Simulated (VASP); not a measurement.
# BN (P-3m1) in VASP: a series of runs, part 2 of 2

VASP 6.6.1. The steps go on from the part before.

### 3 Single point, PBE+D3(BJ) (the distance across one plane changed)

File INCAR:

```
ALGO = Normal
EDIFF = 1E-7
ENCUT = 520
GGA = PE
ISIF = 2
ISMEAR = 0
IVDW = 12
LASPH = T
LCHARG = T
LELF = T
LREAL = F
LVHAR = T
LWAVE = F
NBANDS = 26
NELM = 100
PREC = Accurate
SIGMA = 0.05
```

File KPOINTS:

```
k-points
0
Gamma
  10 10 2
```

File POSCAR:

```
BN
1.0
   -2.5039917043      0.0000000000      0.0000000000
   -1.2519958521     -2.1685204268      0.0000000000
    0.0000000000      0.0000000000     16.3224000000
B N
4 4
Direct
    0.3333333333      0.3333333333      0.7141780620
    0.3333333333      0.3333333333      0.3060763123
    0.6666666667      0.6666666667      0.1020254374
    0.6666666667      0.6666666667      0.5101271872
    0.3333333333      0.3333333333      0.1020254374
    0.3333333333      0.3333333333      0.5101271872
    0.6666666667      0.6666666667      0.7141780620
    0.6666666667      0.6666666667      0.3060763123
```

Potentials or basis: VASP PAW PBE potentials, release 64 (B, N).

Launch:

```sh
$ cat potpaw_PBE.64/B/POTCAR potpaw_PBE.64/N/POTCAR > POTCAR
$ mpirun -np 1 vasp_std > vasp.out
```

OUTCAR:

```text
EDIFF = 1E-7
   ENCUT = 520
   GGA = PE
   ISIF = 2
   ISMEAR = 0
   IVDW = 12
   LASPH = T
   LREAL = F
   NELM = 100
   PREC = Accurate
 IVDW          = 12

 ion  position               nearest neighbor table
   1  0.333  0.333  0.714-   7 1.45   7 1.45   7 1.45
   2  0.333  0.333  0.306-   8 1.45   8 1.45   8 1.45
   3  0.667  0.667  0.102-   5 1.45   5 1.45   5 1.45
   4  0.667  0.667  0.510-   6 1.45   6 1.45   6 1.45
[... 917 lines left out ...]
  -------------------------------------------------------------------------------------
  Total       0.66957     0.66957    -0.15100    -0.00000    -0.00000    -0.00000
  in kB      12.10400    12.10400    -2.72970    -0.00000    -0.00000    -0.00000
  external pressure =        7.16 kB  Pullay stress =        0.00 kB

 VOLUME and BASIS-vectors are now :
 -----------------------------------------------------------------------------
  energy-cutoff  :      520.00
  volume of cell :       88.63
      direct lattice vectors                 reciprocal lattice vectors
    -2.503991704  0.000000000  0.000000000    -0.399362345  0.230571958  0.000000000
    -1.251995852 -2.168520427  0.000000000     0.000000000 -0.461143915  0.000000000
     0.000000000  0.000000000 16.322400000     0.000000000  0.000000000  0.061265500

 POSITION                                       TOTAL-FORCE (eV/Angst)
 -----------------------------------------------------------------------------------
     -1.25200     -0.72284     11.65710         0.000000      0.000000     -0.017630
     -1.25200     -0.72284      4.99590         0.000000      0.000000      0.002605
     -2.50399     -1.44568      1.66530        -0.000000     -0.000000      0.017630
     -2.50399     -1.44568      8.32650        -0.000000      0.000000     -0.002605
     -1.25200     -0.72284      1.66530         0.000000      0.000000     -0.027624
     -1.25200     -0.72284      8.32650        -0.000000     -0.000000     -0.001941
     -2.50399     -1.44568     11.65710         0.000000     -0.000000      0.027624
     -2.50399     -1.44568      4.99590         0.000000     -0.000000      0.001941
 -----------------------------------------------------------------------------------
    total drift:                                0.000000      0.000000     -0.000019

  FREE ENERGIE OF THE ION-ELECTRON SYSTEM (eV)
  ---------------------------------------------------
  free  energy   TOTEN  =       -71.3330209033 eV

  energy  without entropy=      -71.3330209033  energy(sigma->0) =      -71.33302090
```

OSZICAR:

```text
N       E                     dE             d eps       ncg     rms          rms(c)
DAV:   1     0.154744588657E+03    0.15474E+03   -0.15726E+04  1456   0.112E+03
DAV:   2    -0.648225112238E+02   -0.21957E+03   -0.20493E+03  1934   0.268E+02
DAV:   3    -0.774050715492E+02   -0.12583E+02   -0.12479E+02  1936   0.659E+01
DAV:   4    -0.776139092400E+02   -0.20884E+00   -0.20865E+00  1872   0.934E+00
DAV:   5    -0.776187099501E+02   -0.48007E-02   -0.47995E-02  1914   0.134E+00    0.160E+01
DAV:   6    -0.711509855286E+02    0.64677E+01   -0.14711E+01  1748   0.215E+01    0.718E+00
DAV:   7    -0.705488883759E+02    0.60210E+00   -0.11475E+00  1916   0.605E+00    0.448E+00
DAV:   8    -0.703403848605E+02    0.20850E+00   -0.65082E-01  1880   0.414E+00    0.722E-01
DAV:   9    -0.703302586492E+02    0.10126E-01   -0.35950E-02  1852   0.113E+00    0.270E-01
DAV:  10    -0.703304377200E+02   -0.17907E-03   -0.47145E-03  1850   0.401E-01    0.855E-02
DAV:  11    -0.703313567698E+02   -0.91905E-03   -0.15249E-03  1632   0.266E-01    0.655E-02
DAV:  12    -0.703316152832E+02   -0.25851E-03   -0.49472E-04  1656   0.167E-01    0.173E-02
DAV:  13    -0.703316218090E+02   -0.65257E-05   -0.93145E-05  1926   0.802E-02    0.115E-02
DAV:  14    -0.703316226132E+02   -0.80429E-06   -0.14480E-05  1908   0.250E-02    0.102E-02
DAV:  15    -0.703316227686E+02   -0.15540E-06   -0.52018E-07  1840   0.528E-03    0.879E-03
DAV:  16    -0.703316223306E+02    0.43810E-06   -0.30057E-06  1744   0.164E-02    0.693E-03
DAV:  17    -0.703316221685E+02    0.16207E-06   -0.10459E-06  1858   0.610E-03    0.306E-03
DAV:  18    -0.703316221340E+02    0.34453E-07   -0.79374E-08  1388   0.210E-03
   1 F= -.71333021E+02 E0= -.71333021E+02  d E =-.751978E-16
```

It took 2.3 min on 1 thread of Intel Xeon 8259CL, shared host; peak memory 0.24 GiB.

Results:

| Quantity | Value |
| --- | --- |
| Free energy | -71.3330 eV |
| Pressure | 0.7 GPa |
| Largest force | 0.028 eV/Å |
| Band gap on the k mesh | 4.33 eV (least direct gap 4.73 eV) |
| Dispersion energy per atom | -0.125 eV |

Forces on the atoms (eV/Å):
```
B    0.000  0.000 -0.018
B    0.000  0.000  0.003
B    0.000  0.000  0.018
B    0.000  0.000 -0.003
N    0.000  0.000 -0.028
N    0.000  0.000 -0.002
N    0.000  0.000  0.028
N    0.000  0.000  0.002
```

Caveat: the cell differs from its parent crystal (the distance across one plane changed). A k mesh can miss the band edges.

### 4 Single point, PBE+D3(BJ) (the distance across one plane changed)

File INCAR:

```
SYSTEM = BN
PREC     = Accurate       ! precision mode
ENCUT    = 520            ! plane-wave cutoff, eV
EDIFF    = 1E-6           ! SCF threshold, eV
ISMEAR   = 0              ! smearing method
SIGMA    = 0.05           ! smearing width, eV
LREAL    = .FALSE.        ! projectors in reciprocal space
LASPH    = .TRUE.         ! aspherical terms in the spheres
NELM     = 100            ! most SCF steps
ALGO     = Normal         ! electronic algorithm
ISIF     = 2              ! what is computed and relaxed
LWAVE    = .FALSE.        ! write WAVECAR
LCHARG   = .FALSE.        ! write CHGCAR
GGA      = PE             ! functional
IVDW     = 12             ! dispersion correction
NBANDS   = 26             ! bands
```

File KPOINTS:

```
Automatic mesh
0
G
  10 10 2
  0 0 0
```

File POSCAR:

```
BN
1.0
   -2.5039917043      0.0000000000      0.0000000000
   -1.2519958521     -2.1685204268      0.0000000000
    0.0000000000      0.0000000000     19.3224000000
B N
4 4
Direct
    0.3333333333      0.3333333333      0.6032946218
    0.3333333333      0.3333333333      0.2585548379
    0.6666666667      0.6666666667      0.0861849460
    0.6666666667      0.6666666667      0.4309247298
    0.3333333333      0.3333333333      0.0861849460
    0.3333333333      0.3333333333      0.4309247298
    0.6666666667      0.6666666667      0.6032946218
    0.6666666667      0.6666666667      0.2585548379
```

Launch:

```sh
$ cat potpaw_PBE.64/B/POTCAR potpaw_PBE.64/N/POTCAR > POTCAR
$ mpirun -np 1 vasp_std > vasp.out
```

It took 2.3 min on 1 thread of Intel Xeon 8259CL, shared host; peak memory 0.26 GiB.

Results (log left out):

```yaml
Free_energy: -71.3200 eV
Largest_force: 0.025 eV/Å
Band_gap_on_the_k_mesh: 4.33 eV (least direct gap 4.73 eV)
Dispersion_energy_per_atom: -0.124 eV
```

Forces on the atoms (eV/Å):
```
B    0.000  0.000 -0.022
B    0.000  0.000  0.003
B    0.000  0.000  0.022
B    0.000  0.000 -0.003
N    0.000  0.000 -0.025
N    0.000  0.000 -0.002
N    0.000  0.000  0.025
N    0.000  0.000  0.002
```

Levels at points of the mesh, in eV from the valence-band top:
| k point | band 13 | band 14 | band 15 | band 16 | band 17 | band 18 | band 19 | band 20 |
| --- | --- | --- | --- | --- | --- | --- | --- | --- |
| (0.00, 0.00, 0.00) | -1.31 | -1.31 | -1.31 | -1.31 | 4.75 | 5.36 | 5.98 | 7.82 |
| (0.50, 0.00, 0.00) | -1.34 | -1.07 | -0.75 | -0.53 | 4.33 | 4.58 | 4.99 | 5.43 |
| (0.00, 0.00, 0.50) | -1.31 | -1.31 | -1.31 | -1.31 | 4.86 | 5.09 | 6.42 | 7.07 |
| (0.50, 0.00, 0.50) | -1.34 | -1.07 | -0.75 | -0.53 | 4.33 | 4.58 | 4.99 | 5.43 |

Caveat: the cell differs from its parent crystal (the distance across one plane changed).

### 5 Summary

| cell | gap on the mesh (eV) | pressure (GPa) | largest force (eV/Å) |
| --- | --- | --- | --- |
| a = 2.504, b = 2.504, c = 15.322 Å, angles 90.0, 90.0, 60.0°, 8 atoms | 4.33 | 0.7 | 0.03 |
| a = 2.504, b = 2.504, c = 16.322 Å, angles 90.0, 90.0, 60.0°, 8 atoms | 4.33 | 0.7 | 0.03 |
| a = 2.504, b = 2.504, c = 19.322 Å, angles 90.0, 90.0, 60.0°, 8 atoms | 4.33 | - | 0.02 |

Alike in all rows: task single point; level PBE+D3(BJ); potentials or basis VASP PAW PBE potentials, release 64 (B, N); no spin polarisation; k mesh 10 × 10 × 2; cutoff (eV) 520; smearing gaussian 0.05 eV.

Total energies depend on the potentials used, so only differences within one code and one set of settings carry meaning.
